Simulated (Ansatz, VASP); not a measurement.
Two plane-wave programs on Ga2TeS5

The input INCAR:

```
PREC = Accurate
ENCUT = 600
EDIFF = 1E-6
ISMEAR = 0
SIGMA = 0.15
LREAL = False
LASPH = True
NELM = 100
ALGO = Normal
ISIF = 3
LWAVE = False
LCHARG = False
GGA = PE
IBRION = 2
NSW = 36
EDIFFG = -0.08
```

Contents of KPOINTS:

```
Automatic mesh
0
Gamma
  3 3 3
```

File POSCAR:

```
Ga2TeS5
1.0
   -3.8750000000      3.8750000000      3.0000000000
    3.8750000000     -3.8750000000      3.0000000000
    3.8750000000      3.8750000000     -3.0000000000
Ga Te S
2 1 5
Direct
    0.2500000000      0.7500000000      0.5000000000
    0.7500000000      0.2500000000      0.5000000000
    0.0000000000      0.0000000000      0.0000000000
    0.6780000000      0.1320000000      0.8100000000
    0.8680000000      0.6780000000      0.5460000000
    0.1320000000      0.3220000000      0.4540000000
    0.3220000000      0.8680000000      0.1900000000
    0.6000000000      0.6000000000      0.0000000000
```

Input for Ansatz:

```yaml
crystal:
  lattice:
    - [-3.875, 3.875, 3.0]
    - [3.875, -3.875, 3.0]
    - [3.875, 3.875, -3.0]
  atoms:
    - { symbol: Ga, position: [0.25, 0.75, 0.5] }
    - { symbol: Ga, position: [0.75, 0.25, 0.5] }
    - { symbol: Te, position: [0.0, 0.0, 0.0] }
    - { symbol: S, position: [0.678, 0.132, 0.81] }
    - { symbol: S, position: [0.868, 0.678, 0.546] }
    - { symbol: S, position: [0.132, 0.322, 0.454] }
    - { symbol: S, position: [0.322, 0.868, 0.19] }
    - { symbol: S, position: [0.6, 0.6, 0.0] }
basis:
  ecutwfc: 420
kpoints:
  mp_grid: { grid: [3, 3, 3] }
hamiltonian:
  xc: pbe
scf:
  occupations: { method: gaussian, width: 0.15 }
  lower_state_search: "off"
output:
  forces: true
  stress: true
  eigenvalues: true
relax:
  adjacent_minimum: "off"
  f_tol: 0.08
  max_steps: 16
  cell: { stress_tol: 0.8 }
```

Alike in both runs: task relaxation of cell and atoms; functional PBE; k mesh 3 × 3 × 3; occupations gaussian, width 0.15 eV; no spin polarisation.

|  | VASP | Ansatz |
| --- | --- | --- |
| version | VASP 6.6.1 | Ansatz 0.2.0 |
| potentials or method | VASP PAW PBE potentials, release 64 (Ga_d, Te, S), cutoff 600 eV | scalar-relativistic, plane waves, PAW |
| valence electrons in the cell | 62 | 72 |

|  | VASP | Ansatz | Ansatz less VASP |
| --- | --- | --- | --- |
| gap on the k mesh at the Fermi level, each at its own relaxed structure (eV) | 1.68 | 1.67 | -0.006 |
| relaxed volume (Å³/atom) | 26.08 | 26.44 | +0.359 |
| relaxed length of the cell vector where the two differ most in proportion (Å) | 6.564 | 6.606 | +0.0426 |

VASP's potentials hold 62 valence electrons a cell and Ansatz's 72, so a difference there can come from the potentials and not from the codes.

The k mesh is coarse, so the values compare programs but aren't converged. Neither program's run includes spin-orbit coupling. Noted on VASP's run: the volume moved by over 15 % at a fixed basis, so the end points are rough.
